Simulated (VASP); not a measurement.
# Os (P6_3/mmc) in VASP: a series of runs

Runs on Os. Level: PBE. Tasks: single point.

All numbers are computed with VASP 6.6.1; they aren't measurements. Logs are shortened: lines on timing, memory, paths and dates and some standing lists are left out, and cuts for length are marked.

### Step 1. The cell of the first run

Symmetry: P6_3/mmc, No. 194, hexagonal system. The conventional cell has a = 2.734 Å, b = 2.734 Å, c = 4.320 Å, α = 90.00°, β = 90.00°, γ = 120.00°. Within 3.5 Å of Os (site symmetry -6m2) lie 12 Os at 2.68 to 2.73 Å.

### Step 2. Single point, PBE, collinear spin, zero start

File INCAR:

```
PREC = Accurate
ENCUT = 600
EDIFF = 1E-6
ISMEAR = -1
SIGMA = 0.08
LREAL = F
LASPH = T
NELM = 200
ALGO = Normal
ISIF = 2
LWAVE = F
LCHARG = F
ISPIN = 2
MAGMOM = 0 0
LORBIT = 11
NUPDOWN = 0.0
LMAXMIX = 4
GGA = PE
NBANDS = 19
GGA_COMPAT = F
```

File KPOINTS:

```
regular mesh
0
Gamma
  16 16 9
```

File POSCAR:

```
Os
1.0
    2.7341000000      0.0000000000      0.0000000000
   -1.3670500000      2.3678000565      0.0000000000
    0.0000000000      0.0000000000      4.3197000000
Os
2
Direct
    0.3333333333      0.6666666667      0.2500000000
    0.6666666667      0.3333333333      0.7500000000
```

Potentials or basis: VASP PAW PBE potentials, release 64 (Os).

Started as:

```console
> cat potpaw_PBE.64/Os/POTCAR > POTCAR
> mpirun -np 1 vasp_std > vasp.out
```

OUTCAR:

```text
PREC = Accurate
   ENCUT = 600
   EDIFF = 1E-6
   ISMEAR = -1
   LREAL = F
   LASPH = T
   NELM = 200
   ISIF = 2
   ISPIN = 2
   LORBIT = 11
   NUPDOWN = 0.0
   GGA = PE

 ion  position               nearest neighbor table
   1  0.333  0.667  0.250-   2 2.68   2 2.68   2 2.68   2 2.68   2 2.68   2 2.68
   2  0.667  0.333  0.750-   1 2.68   1 2.68   1 2.68   1 2.68   1 2.68   1 2.68

  LATTYP: Found a hexagonal cell.
 ALAT       =     2.7341000000
 C/A-ratio  =     1.5799348963

  Lattice vectors:

 A1 = (   2.7341000000,   0.0000000000,   0.0000000000)
 A2 = (  -1.3670500000,   2.3678000565,   0.0000000000)
 A3 = (   0.0000000000,   0.0000000000,   4.3197000000)

Analysis of symmetry for initial positions (statically):
=====================================================================
 Subroutine PRICEL returns:
 Original cell was already a primitive cell.

 Routine SETGRP: Setting up the symmetry group for a
 hexagonal supercell.

 Subroutine GETGRP returns: Found 24 space group operations
 (whereof 12 operations were pure point group operations)
 out of a pool of 24 trial point group operations.

The static configuration has the point symmetry D_3d.
 The point group associated with its full space group is D_6h.

Analysis of symmetry for dynamics (positions and initial velocities):
=====================================================================
 Subroutine PRICEL returns:
 Original cell was already a primitive cell.

 Routine SETGRP: Setting up the symmetry group for a
 hexagonal supercell.

 Subroutine GETGRP returns: Found 24 space group operations
 (whereof 12 operations were pure point group operations)
 out of a pool of 24 trial point group operations.

The dynamic configuration has the point symmetry D_3d.
 The point group associated with its full space group is D_6h.

Analysis of structural, dynamic, and magnetic symmetry:
=====================================================================
 Subroutine PRICEL returns:
 Original cell was already a primitive cell.

 Routine SETGRP: Setting up the symmetry group for a
 hexagonal supercell.

 Subroutine GETGRP returns: Found 24 space group operations
 (whereof 12 operations were pure point group operations)
 out of a pool of 24 trial point group operations.

The overall configuration has the point symmetry D_3d.
 The point group associated with its full space group is D_6h.

 Subroutine INISYM returns: Found 24 space group operations
 (whereof 12 operations are pure point group operations),
 and found     1 'primitive' translations

----------------------------------------------------------------------------------------

                                     Primitive cell

  volume of cell :      27.9649

  direct lattice vectors                    reciprocal lattice vectors
     2.734100000  0.000000000  0.000000000     0.365751070  0.211166479  0.000000000
    -1.367050000  2.367800057  0.000000000     0.000000000  0.422332957  0.000000000
     0.000000000  0.000000000  4.319700000     0.000000000  0.000000000  0.231497558

  length of vectors
     2.734100000  2.734100000  4.319700000     0.422332957  0.422332957  0.231497558

  position of ions in fractional coordinates (direct lattice)
     0.333333333  0.666666667  0.250000000
     0.666666667  0.333333333  0.750000000

  ion indices of the primitive-cell ions
   primitive index   ion index
                 1           1
                 2           2

----------------------------------------------------------------------------------------

 KPOINTS: regular mesh

Automatic generation of k-mesh.
 Grid dimensions read from file:
 generate k-points for:   16   16    9

 Generating k-lattice:

  Cartesian coordinates                     Fractional coordinates (reciprocal lattice)
     0.022859442  0.013197905  0.000000000     0.062500000 -0.000000000  0.000000000
     0.000000000  0.026395810  0.000000000     0.000000000  0.062500000  0.000000000
     0.000000000  0.000000000  0.025721951     0.000000000  0.000000000  0.111111111

  Length of vectors
     0.026395810  0.026395810  0.025721951

  Shift w.r.t. Gamma in fractional coordinates (k-lattice)
     0.000000000  0.000000000  0.000000000

 Subroutine IBZKPT returns following result:
 ===========================================

 Found    150 irreducible k-points:

 Following reciprocal coordinates:
            Coordinates               Weight
  0.000000  0.000000  0.000000      1.000000
  0.062500 -0.000000  0.000000      6.000000
  0.125000 -0.000000  0.000000      6.000000
  0.187500  0.000000  0.000000      6.000000
  0.250000 -0.000000  0.000000      6.000000
  0.312500  0.000000  0.000000      6.000000
[... 16 lines left out ...]
  0.187500  0.187500  0.000000      6.000000
  0.250000  0.187500  0.000000     12.000000
 [... further k-points ...]
   k-points           NKPTS =    150   k-points in BZ     NKDIM =    150   number of bands    NBANDS=     19
   number of dos      NEDOS =    301   number of ions     NIONS =      2
   total plane-waves  NPLWV =  20736
   dimension x,y,z NGX =    24 NGY =   24 NGZ =   36
   dimension x,y,z NGXF=    48 NGYF=   48 NGZF=   72
   ions per type =               2
   NGX,Y,Z   is equivalent  to a cutoff of  14.59, 14.59, 13.85 a.u.
   NGXF,Y,Z  is equivalent  to a cutoff of  29.19, 29.19, 27.71 a.u.
 SYSTEM =  unknown system
   PREC   = accura    normal or accurate (medium, high low for compatibility)
   ISTART =      0    job   : 0-new  1-cont  2-samecut
   ICHARG =      2    charge: 1-file 2-atom 10-const
   ISPIN  =      2    spin polarized calculation?
   LNONCOLLINEAR =      F non collinear calculations
   LSORBIT =      F    spin-orbit coupling
   LASPH  =      T    aspherical Exc in radial PAW
   ENCUT  =  600.0 eV  44.10 Ry    6.64 a.u.   5.46  5.46  8.63*2*pi/ulx,y,z
   NELM   =    200;   NELMIN=  2; NELMDL= -5     # of ELM steps
   EDIFF  = 0.1E-05   stopping-criterion for ELM
   LREAL  =      F    real-space projection
   EDIFFG = 0.1E-04   stopping-criterion for IOM
   NSW    =      0    number of steps for IOM
   IBRION =     -1    ionic relax: 0-MD 1-quasi-New 2-CG
   NFREE  =      0    steps in history (QN), initial steepest desc. (CG)
   ISIF   =      2    stress and relaxation
   ISYM   =      2    0-nonsym 1-usesym 2-fastsym
   POTIM  = 0.5000    time-step for ionic-motion
   TEBEG  =    0.0;   TEEND  =   0.0 temperature during run
   PSTRESS=    0.0 pullay stress
   NELECT =      16.0000    total number of electrons
   NUPDOWN=       0.0000    fix difference up-down
   EMIN   =  10.00;   EMAX   =-10.00  energy-range for DOS
   EFERMI =   0.00;   METHOD = LEGACY
   ISMEAR =    -1;   SIGMA  =   0.08  broadening in eV -4-tet -1-fermi 0-gaus
   EFERMI_NEDOS =   21; number of points for ismear=-14 and -15
   IALGO  =     38    algorithm
   IMIX   =      4    mixing-type and parameters
     AMIX     =   0.40;   BMIX     =  1.00
     AMIX_MAG =   1.60;   BMIX_MAG =  1.00
  volume/ion in A,a.u.               =      13.98        94.36
  Fermi-wavevector in a.u.,A,eV,Ry     =   1.359076  2.568282 25.131161  1.847088
  Thomas-Fermi vector in A             =   2.485855
   LORBIT       =     11    0 simple, 1 ext, 2 COOP (PROOUT), +10 PAW based schemes
   GGA     = PE    functional components
   LHFCALC =     F    Hartree Fock is set to
   AEXX    =    0.0000 exact exchange contribution
   IVDW    =     0    specifies the selected vdW correction
   LEPSILON=     F    determine dielectric tensor
   LRPA    =     F    only Hartree local field effects (RPA)
 spin polarized calculation
  energy-cutoff  :      600.00
  volume of cell :       27.96
 maximum number of plane-waves:       965
 NGX is ok and might be reduce to    24
   NGX = 11   NGY = 11   NGZ = 17

 number of electron      16.0000001 magnetization       0.0000000

 number of electron      16.0000001 magnetization      -0.0000000

 Free energy of the ion-electron system (eV)
  ---------------------------------------------------
  ext. energy  EPLUGINS =         0.00000000
  ---------------------------------------------------
  free energy    TOTEN  =       -22.50096726 eV

  energy without entropy =      -22.47857794  energy(sigma->0) =      -22.48977260

 E-fermi :   9.4977     XC(G=0): -14.0604

 val. band max:        9.4866644187   @ k =   0.2500  -0.0000   0.3333
 cond. band min:       9.4980040151   @ k =   0.3750   0.1250   0.3333
 fundamental gap:      0.0113395964
 Fermi energy:         9.4977156981

 spin component 1

 k-point     1 :       0.0000    0.0000    0.0000
  band No.  band energies     occupation
      1      -1.4733      1.00000
      2       1.6757      1.00000
      3       6.4168      1.00000
      4       6.4168      1.00000
      5       6.6720      1.00000
      6       7.2593      1.00000
[... 11 lines left out ...]
     18      31.9191      0.00000
     19      32.6052      0.00000

 k-point     2 :       0.0625   -0.0000    0.0000
  band No.  band energies     occupation
      1      -1.3146      1.00000
      2       1.8170      1.00000
      3       6.0789      1.00000
      4       6.5566      1.00000
      5       6.9652      1.00000
      6       7.1655      1.00000
[... 11 lines left out ...]
     18      31.0541      0.00000
     19      31.2151      0.00000

 k-point     3 :       0.1250   -0.0000    0.0000
  band No.  band energies     occupation
      1      -0.8554      1.00000
      2       2.2042      1.00000
      3       5.5992      1.00000
      4       6.8835      1.00000
      5       6.9337      1.00000
      6       6.9689      1.00000
[... 11 lines left out ...]
     18      29.3930      0.00000
     19      29.7324      0.00000

 k-point     4 :       0.1875    0.0000    0.0000
  band No.  band energies     occupation
      1      -0.1504      1.00000
      2       2.6930      1.00000
      3       5.1896      1.00000
      4       5.8699      1.00000
      5       6.5855      1.00000
      6       7.1291      1.00000
[... 407 lines left out ...]
     18      28.2301      0.00000
     19      28.7518      0.00000

 k-point    23 :       0.1875    0.1875    0.0000
  band No.  band energies     occupation
      1       1.9351      1.00000
      2       3.7892      1.00000
      3       4.0887      1.00000
      4       4.2233      1.00000
      5       5.9519      1.00000
      6       6.6046      1.00000
[... 11 lines left out ...]
     18      28.9957      0.00000
     19      31.2462      0.00000

 k-point    24 :       0.2500    0.1875    0.0000
  band No.  band energies     occupation
      1       2.6914      1.00000
      2       3.5796      1.00000
      3       3.6673      1.00000
      4       4.4780      1.00000
      5       5.7870      1.00000
      6       6.9750      1.00000
[... 11 lines left out ...]
     18      28.5300      0.00000
     19      30.0852      0.00000

 [... further k-points ...]

 spin component 2

 k-point     1 :       0.0000    0.0000    0.0000
  band No.  band energies     occupation
      1      -1.4733      1.00000
      2       1.6757      1.00000
      3       6.4168      1.00000
      4       6.4168      1.00000
      5       6.6720      1.00000
      6       7.2593      1.00000
[... 11 lines left out ...]
     18      31.9191      0.00000
     19      32.6052      0.00000

 k-point     2 :       0.0625   -0.0000    0.0000
  band No.  band energies     occupation
      1      -1.3146      1.00000
      2       1.8170      1.00000
      3       6.0789      1.00000
      4       6.5566      1.00000
      5       6.9652      1.00000
      6       7.1655      1.00000
[... 11 lines left out ...]
     18      31.0541      0.00000
     19      31.2151      0.00000

 k-point     3 :       0.1250   -0.0000    0.0000
  band No.  band energies     occupation
      1      -0.8554      1.00000
      2       2.2042      1.00000
      3       5.5992      1.00000
      4       6.8835      1.00000
      5       6.9337      1.00000
      6       6.9689      1.00000
[... 11 lines left out ...]
     18      29.3930      0.00000
     19      29.7324      0.00000

 k-point     4 :       0.1875    0.0000    0.0000
  band No.  band energies     occupation
      1      -0.1504      1.00000
      2       2.6930      1.00000
      3       5.1896      1.00000
      4       5.8699      1.00000
      5       6.5855      1.00000
      6       7.1291      1.00000
[... 407 lines left out ...]
     18      28.2301      0.00000
     19      28.7518      0.00000

 k-point    23 :       0.1875    0.1875    0.0000
  band No.  band energies     occupation
      1       1.9351      1.00000
      2       3.7892      1.00000
      3       4.0887      1.00000
      4       4.2233      1.00000
      5       5.9519      1.00000
      6       6.6046      1.00000
[... 11 lines left out ...]
     18      28.9957      0.00000
     19      31.2462      0.00000

 k-point    24 :       0.2500    0.1875    0.0000
  band No.  band energies     occupation
      1       2.6914      1.00000
      2       3.5796      1.00000
      3       3.6673      1.00000
      4       4.4780      1.00000
      5       5.7870      1.00000
      6       6.9750      1.00000
[... 11 lines left out ...]
     18      28.5300      0.00000
     19      30.0852      0.00000

 [... further k-points ...]
[... 5 lines left out ...]
  --------------------------------------------------------------------------------------
  -------------------------------------------------------------------------------------
  Total        1.5533179      1.5533179      1.5154412     -0.0000000     -0.0000000      0.0000000
  in kB       88.9934255     88.9934255     86.8233774     -0.0000000     -0.0000000      0.0000000
  external PRESSURE =      88.2700761 kB  Pullay stress =       0.0000000 kB

 VOLUME and BASIS-vectors are now :
 -----------------------------------------------------------------------------
  energy-cutoff  :      600.00
  volume of cell :       27.96
      direct lattice vectors                 reciprocal lattice vectors
     2.734100000  0.000000000  0.000000000     0.365751070  0.211166479  0.000000000
    -1.367050000  2.367800057  0.000000000     0.000000000  0.422332957  0.000000000
     0.000000000  0.000000000  4.319700000     0.000000000  0.000000000  0.231497558

 POSITION                                       TOTAL-FORCE (eV/Angst)
 -----------------------------------------------------------------------------------
     -0.00000      1.57853      1.07993         0.000000      0.000000      0.000000
      1.36705      0.78927      3.23977        -0.000000     -0.000000      0.000000
 -----------------------------------------------------------------------------------
    total drift:                               -0.000000      0.000000     -0.000000

  FREE ENERGIE OF THE ION-ELECTRON SYSTEM (eV)
  ---------------------------------------------------
  free  energy   TOTEN  =       -22.5009672609 eV

  energy  without entropy=      -22.4785779399  energy(sigma->0) =      -22.48977260

 total charge

# of ion       s       p       d       tot
------------------------------------------
    1        0.666   0.790   6.029   7.485
    2        0.666   0.790   6.029   7.485
--------------------------------------------------
tot          1.331   1.580  12.058  14.970

 magnetization (x)

# of ion       s       p       d       tot
------------------------------------------
    1       -0.000  -0.000  -0.000  -0.000
    2       -0.000  -0.000  -0.000  -0.000
--------------------------------------------------
tot         -0.000  -0.000  -0.000  -0.000
```

It took 89 s on 1 thread of Intel Xeon Platinum 8488C (Sapphire Rapids), shared host; peak memory 0.27 GiB.

What came out:

* Free energy: -22.5010 eV
* Pressure: 8.8 GPa
* Net moment: 0.00 μB per cell
* Valence electrons inside the program's atomic spheres: Os 7.49

Caveat: the cell stands under pressure; spin-orbit coupling is left out, which moves the levels of the heavy elements; the total moment is fixed, so each spin has its own Fermi level.

[end of part 1 of 2]
